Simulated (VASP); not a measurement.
Write the native input for VASP 6.6.1 that does the following.

* Task: single point
* Functional: PBE
* Dispersion: D3(BJ)
* Potentials or basis: VASP PAW PBE potentials, release 64 (C, O, H)
* Cutoff: 520 eV
* k mesh: 1 × 1 × 1
* Occupations: fermi-dirac, width 0.05 eV
* Spin: no spin polarisation
* Dipole correction: no
* Further INCAR settings: LREAL = Auto; ALGO = Normal; EDIFF = 1e-06; NBANDS = 64

The structure of H6C2O lies in POSCAR:

```
H6C2O
1.0
    7.0419250000      0.0000000000      0.0000000000
    0.0000000000      7.0419250000      0.0000000000
    0.0000000000      0.0000000000      7.0419250000
C O H
8 4 24
Direct
    0.4654551135      0.3270554571     -0.0333573561
    0.6517252030      0.1977442248     -0.0031667477
    1.0518004665      0.9470279789      0.1512086539
    0.8867461667      0.8235248174      0.1796809821
    0.4931322046      0.6726143775      0.4996645093
    0.3711059121      0.8434909489      0.5453480405
    0.9394732264      0.3229798670      0.6212079794
    1.0356827146      0.4706383553      0.7525641071
    0.6771443888      0.0396198483     -0.1294390383
    0.9102340624      0.6487146625      0.2714456629
    0.3595181715      0.8527355801      0.7672759934
    1.0311385026      0.6637815654      0.6709671006
    0.8168079041      0.0552121756     -0.1501436042
    0.7681848358      0.2993499647     -0.0087760094
    0.6230824668      0.1502288082      0.1446479478
    0.4502320033      0.4202260035      0.0882003145
    0.4990822822      0.4351508998     -0.1491211565
    0.3259762068      0.2553847137     -0.0452575113
    0.9723193587      0.6529606606      0.3973629370
    0.7851688281      0.9190668745      0.2510535116
    0.8074922695      0.7859214632      0.0499437299
    1.0254440370      1.0614853183      0.0424315794
    1.0815934563      1.0269067052      0.2838428413
    1.1716114557      0.8667090320      0.1003844829
    0.4900222595      0.8883224402      0.8123346954
    0.4369543839      0.9781984330      0.5070204525
    0.2349357598      0.8428093171      0.4824249051
    0.5128427241      0.6421823578      0.3575016775
    0.6329945292      0.6620206833      0.5622468288
    0.4055425186      0.5369980510      0.5441125829
    1.1267515630      0.7398829155      0.7516268634
    0.9680307586      0.4909453026      0.8916027933
    1.1826879724      0.4418536125      0.7929223898
    1.0082612354      0.2090053501      0.5520081512
    0.8127323140      0.2483695864      0.6748580821
    0.8836220210      0.4087944703      0.5058701988
```

One way to write it, as run:

INCAR

```
PREC = Accurate
ENCUT = 520
EDIFF = 1E-6
ISMEAR = -1
SIGMA = 0.05
LREAL = Auto
LASPH = True
NELM = 100
ALGO = Normal
ISIF = 2
LWAVE = False
LCHARG = False
GGA = PE
IVDW = 12
NBANDS = 64
```

KPOINTS

```
regular mesh
0
Gamma
  1 1 1
```

Potentials or basis: VASP PAW PBE potentials, release 64 (C, O, H).

Launch:

```sh
$ cat potpaw_PBE.64/C/POTCAR potpaw_PBE.64/O/POTCAR potpaw_PBE.64/H/POTCAR > POTCAR
$ mpirun -np 1 vasp_gam > vasp.out
```

Results of the run:

The pressure is -0.5 GPa. The largest force is 3.835 eV/Å. The band gap on the k mesh is 4.82 eV. The dispersion energy per atom is -0.041 eV.

Caveat: the k points lie up to 0.89 Å⁻¹ apart, too coarse for converged energies, forces and pressures; the atoms stand as in a frame of molecular dynamics.

Wall time 68 s on 1 thread of AMD EPYC 7R43 64-Core Processor (Zen 3), on a shared host, peak memory 0.31 GiB.
